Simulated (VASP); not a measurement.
# Sc in VASP: single point with LDA

Aim: the single point of Sc with LDA.

Program: VASP 6.6.1. These are calculated values, not measurements. Logs are shortened: lines on timing, memory, paths and dates and some standing lists are left out, and cuts for length are marked.

**1. The cell of the first run**

The typed cell holds 1 atom: a = 3.121 Å, b = 3.121 Å, c = 3.604 Å, α = 54.73°, β = 54.73°, γ = 70.53°.

**2. Single point, LDA**

Input file INCAR:

```
SYSTEM = Sc
PREC = Accurate ; ENCUT = 520
EDIFF = 1E-6 ; ISMEAR = 0
SIGMA = 0.15 ; LREAL = .FALSE.
LASPH = .TRUE. ; NELM = 60
ALGO = Fast ; ISIF = 2
LWAVE = .FALSE. ; LCHARG = .FALSE.
NBANDS = 12
```

Input file KPOINTS:

```
regular mesh
0
G
  20 20 20
  0 0 0
```

Input file POSCAR:

```
Sc
1.0
    0.0000000000      2.5486783803      1.8019156149
    2.5486783803      0.0000000000      1.8019156149
    2.5486783803      2.5486783803      0.0000000000
Sc
1
Direct
    0.0000000000      0.0000000000      0.0000000000
```

Potentials or basis: VASP PAW LDA potentials, release 64 (Sc_sv).

On the command line:

```sh
> cat potpaw_LDA.64/Sc_sv/POTCAR > POTCAR
> mpirun -np 1 vasp_std > vasp.out
```

OUTCAR:

```text
SYSTEM = Sc
   PREC = Accurate
   ENCUT = 520
   EDIFF = 1E-6
   ISMEAR = 0
   LREAL = .FALSE.
   LASPH = .TRUE.
   NELM = 60
   ISIF = 2

 ion  position               nearest neighbor table
   1  0.000  0.000  0.000-

  LATTYP: Found a body centered tetragonal cell.
 ALAT       =     3.6043755315
 C/A-ratio  =     0.9998489886

  Lattice vectors:

 A1 = (   0.0000000000,  -2.5486783803,  -1.8019156149)
 A2 = (   0.0000000000,   2.5486783803,  -1.8019156149)
 A3 = (   2.5486783803,   0.0000000000,   1.8019156149)

Analysis of symmetry for initial positions (statically):
=====================================================================
 Subroutine PRICEL returns:
 Original cell was already a primitive cell.

 Routine SETGRP: Setting up the symmetry group for a
 body centered tetragonal supercell.

 Subroutine GETGRP returns: Found 16 space group operations
 (whereof 16 operations were pure point group operations)
 out of a pool of 16 trial point group operations.

The static configuration has the point symmetry D_4h.

Analysis of symmetry for dynamics (positions and initial velocities):
=====================================================================
 Subroutine PRICEL returns:
 Original cell was already a primitive cell.

 Routine SETGRP: Setting up the symmetry group for a
 body centered tetragonal supercell.

 Subroutine GETGRP returns: Found 16 space group operations
 (whereof 16 operations were pure point group operations)
 out of a pool of 16 trial point group operations.

The dynamic configuration has the point symmetry D_4h.

 Subroutine INISYM returns: Found 16 space group operations
 (whereof 16 operations are pure point group operations),
 and found     1 'primitive' translations

----------------------------------------------------------------------------------------

                                     Primitive cell

  volume of cell :      23.4096

  direct lattice vectors                    reciprocal lattice vectors
     0.000000000  2.548678380  1.801915615    -0.196180108  0.196180108  0.277482472
     2.548678380  0.000000000  1.801915615     0.196180108 -0.196180108  0.277482472
     2.548678380  2.548678380  0.000000000     0.196180108  0.196180108 -0.277482472

  length of vectors
     3.121323657  3.121323657  3.604375532     0.392389847  0.392389847  0.392389847

  position of ions in fractional coordinates (direct lattice)
     0.000000000  0.000000000  0.000000000

  ion indices of the primitive-cell ions
   primitive index   ion index
                 1           1

[... 83 lines left out ...]
   NUPDOWN=      -1.0000    fix difference up-down
   EMIN   =  10.00;   EMAX   =-10.00  energy-range for DOS
   EFERMI =   0.00;   METHOD = LEGACY
   ISMEAR =     0;   SIGMA  =   0.15  broadening in eV -4-tet -1-fermi 0-gaus
   EFERMI_NEDOS =   21; number of points for ismear=-14 and -15
   IALGO  =     68    algorithm
   IMIX   =      4    mixing-type and parameters
     AMIX     =   0.40;   BMIX     =  1.00
     AMIX_MAG =   1.60;   BMIX_MAG =  1.00
  volume/ion in A,a.u.               =      23.41       157.98
  Fermi-wavevector in a.u.,A,eV,Ry     =   1.272744  2.405136 22.039751  1.619876
  Thomas-Fermi vector in A             =   2.405605
   LORBIT       =      0    0 simple, 1 ext, 2 COOP (PROOUT), +10 PAW based schemes
   GGA     = CA    functional components
   LHFCALC =     F    Hartree Fock is set to
   AEXX    =    0.0000 exact exchange contribution
   IVDW    =     0    specifies the selected vdW correction
   LEPSILON=     F    determine dielectric tensor
   LRPA    =     F    only Hartree local field effects (RPA)
 non-spin polarized calculation
 RMM-DIIS sequential band-by-band and
 Gauss-broadening in eV      SIGMA  =   0.15
  energy-cutoff  :      520.00
  volume of cell :       23.41
 maximum number of plane-waves:       664
   NGX = 11   NGY = 11   NGZ = 13

 number of electron      11.0000000 magnetization

 Free energy of the ion-electron system (eV)
  ---------------------------------------------------
  ext. energy  EPLUGINS =         0.00000000
  ---------------------------------------------------
  free energy    TOTEN  =        -6.61442359 eV

  energy without entropy =       -6.58533909  energy(sigma->0) =       -6.59988134

 E-fermi :   3.8866     XC(G=0): -10.3615

 val. band max:        3.8855064699   @ k =  -0.3500   0.2000   0.1000
 cond. band min:       3.8916965934   @ k =  -0.1500   0.5000   0.3500
 fundamental gap:      0.0061901235
 Fermi energy:         3.8866096748

 k-point     1 :       0.0000    0.0000    0.0000
  band No.  band energies     occupation
      1     -44.9561      2.00000
      2     -23.6649      2.00000
      3     -23.6649      2.00000
      4     -23.6648      2.00000
      5      -1.4018      2.00000
      6       5.3311      0.00000
      7       5.3321      0.00000
      8       5.3321      0.00000
      9       6.8800      0.00000
     10       6.8811      0.00000
     11      18.4112      0.00000
     12      18.4131      0.00000
[... 331 lines left out ...]
 k-point    24 :      -0.3500    0.0500    0.0000
  band No.  band energies     occupation
      1     -44.8878      2.00000
      2     -24.0522      2.00000
      3     -23.7928      2.00000
      4     -23.6758      2.00000
      5       1.3377      2.00000
      6       4.3411      0.00002
      7       4.3677      0.00001
      8       6.6431      0.00000
      9       7.1755      0.00000
     10       7.4523      0.00000
     11      13.1191      0.00000
     12      15.7686      0.00000

 [... further k-points ...]

------------------------ aborting loop because EDIFF is reached ----------------------------------------

  FORCE on cell =-STRESS in cart. coord.  units (eV):
  Direction    XX          YY          ZZ          XY          YZ          ZX
  --------------------------------------------------------------------------------------
  -------------------------------------------------------------------------------------
  Total       -0.2481954     -0.2481954     -0.2484961      0.0000000     -0.0000000      0.0000000
  in kB      -16.9867319    -16.9867319    -17.0073114      0.0000000     -0.0000000      0.0000000
  external PRESSURE =     -16.9935917 kB  Pullay stress =       0.0000000 kB

 VOLUME and BASIS-vectors are now :
 -----------------------------------------------------------------------------
  energy-cutoff  :      520.00
  volume of cell :       23.41
      direct lattice vectors                 reciprocal lattice vectors
     0.000000000  2.548678380  1.801915615    -0.196180108  0.196180108  0.277482472
     2.548678380  0.000000000  1.801915615     0.196180108 -0.196180108  0.277482472
     2.548678380  2.548678380  0.000000000     0.196180108  0.196180108 -0.277482472

 POSITION                                       TOTAL-FORCE (eV/Angst)
 -----------------------------------------------------------------------------------
      0.00000      0.00000      0.00000         0.000000      0.000000      0.000000
 -----------------------------------------------------------------------------------
    total drift:                               -0.000000     -0.000000      0.000000

  FREE ENERGIE OF THE ION-ELECTRON SYSTEM (eV)
  ---------------------------------------------------
  free  energy   TOTEN  =        -6.6144235880 eV

  energy  without entropy=       -6.5853390898  energy(sigma->0) =       -6.59988134
```

stdout:

```text
POSCAR found type information on POSCAR Sc
 POSCAR found :  1 types and       1 ions
 scaLAPACK will be used
 LDA part: xc-table for (Slater(with rela. corr.)+CA(PZ))
 , standard interpolation
 POSCAR, INCAR and KPOINTS ok, starting setup
 FFT: planning ... GRIDC
 FFT: planning ... GRID_SOFT
 FFT: planning ... GRID
 WAVECAR not read
 entering main loop
```

Run time: 62 s. Hardware: 1 thread of Intel Xeon 6975P-C (Granite Rapids), shared host; peak memory 0.27 GiB.

Results:

| Property | Result |
| --- | --- |
| Free energy | -6.6144 eV |
| Pressure | -1.7 GPa |

Levels at points of the mesh, in eV from the Fermi level:
| k point | band 2 | band 3 | band 4 | band 5 | band 6 | band 7 | band 8 | band 9 |
| --- | --- | --- | --- | --- | --- | --- | --- | --- |
| (0.00, 0.00, 0.00) | -27.55 | -27.55 | -27.55 | -5.29 | 1.44 | 1.45 | 1.45 | 2.99 |
| (0.50, 0.00, 0.00) | -28.04 | -27.71 | -27.55 | -1.87 | 0.20 | 0.65 | 2.96 | 3.32 |
| (0.50, 0.50, 0.00) | -27.89 | -27.89 | -27.89 | -1.34 | -1.34 | 4.06 | 4.06 | 4.06 |
| (0.50, 0.00, 0.50) | -28.04 | -27.71 | -27.55 | -1.87 | 0.20 | 0.65 | 2.96 | 3.32 |
